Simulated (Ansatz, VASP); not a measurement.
NaI in VASP and in Ansatz

File POSCAR:

```
NaI
1.0
    0.0000000000      3.5431916810      3.5431916810
    3.5431916810      0.0000000000      3.5431916810
    3.5431916810      3.5431916810      0.0000000000
Na I
1 1
Direct
    0.0000000000      0.0000000000      0.0000000000
    0.2500000000      0.2500000000      0.2500000000
```

File INCAR.step1:

```
SYSTEM = NaI
PREC = Accurate
ENCUT = 520
ISMEAR = 0
SIGMA = 0.01
LREAL = .FALSE.
LASPH = .TRUE.
NELM = 100
NBANDS = 14
GGA = PE
ALGO = Normal
EDIFF = 1E-4
LWAVE = .TRUE.
LCHARG = .FALSE.
```

The input INCAR.step2:

```
SYSTEM = NaI
PREC = Accurate
ENCUT = 520
EDIFF = 1E-7
ISMEAR = 0
SIGMA = 0.01
LREAL = .FALSE.
LASPH = .TRUE.
NELM = 100
ALGO = Normal
ISIF = 2
LWAVE = .FALSE.
LCHARG = .FALSE.
METAGGA = R2SCAN
LMIXTAU = .TRUE.
NBANDS = 14
ISTART = 1
```

File KPOINTS:

```
Automatic mesh
0
G
  4 4 4
  0 0 0
```

Input for Ansatz:

```yaml
crystal:
  lattice:
    - [0.0, 3.543191681, 3.543191681]
    - [3.543191681, 0.0, 3.543191681]
    - [3.543191681, 3.543191681, 0.0]
  atoms:
    - { symbol: Na, position: [0.0, 0.0, 0.0] }
    - { symbol: I, position: [0.25, 0.25, 0.25] }
kpoints:
  mp_grid: { grid: [4, 4, 4] }
hamiltonian:
  xc: r2scan
scf:
  occupations: { method: fixed }
  n_extra_bands: 4
  convergence: { dr2_threshold: 1.0e-12 }
  max_iter: 61
output:
  forces: true
  stress: true
  eigenvalues: true
```

Alike in both runs: task single point; functional r2SCAN; k mesh 4 × 4 × 4; no spin polarisation.

|  | VASP | Ansatz |
| --- | --- | --- |
| version | VASP 6.6.1 | Ansatz 0.2.0 |
| potentials or method | VASP PAW PBE potentials, release 64 (Na_pv, I) | plane waves |
| plane-wave cutoff (eV) | 520 | 500 |
| occupations | gaussian, width 0.01 eV | fixed |
| valence electrons in the cell | 14 | 26 |

VASP gave:

| Property | Result |
| --- | --- |
| gap on the k mesh at the Fermi level (eV) | 4.42 |
| pressure (GPa) | -0.1 |

Task: Which values does Ansatz return?

Result: gap on the k mesh at the Fermi level (eV): 4.42; pressure (GPa): 0.0.

VASP's potentials were made for PBE, not for r2SCAN. VASP's potentials hold 14 valence electrons a cell and Ansatz's 26, so a difference there can come from the potentials and not from the codes.

Spin-orbit coupling is off throughout.
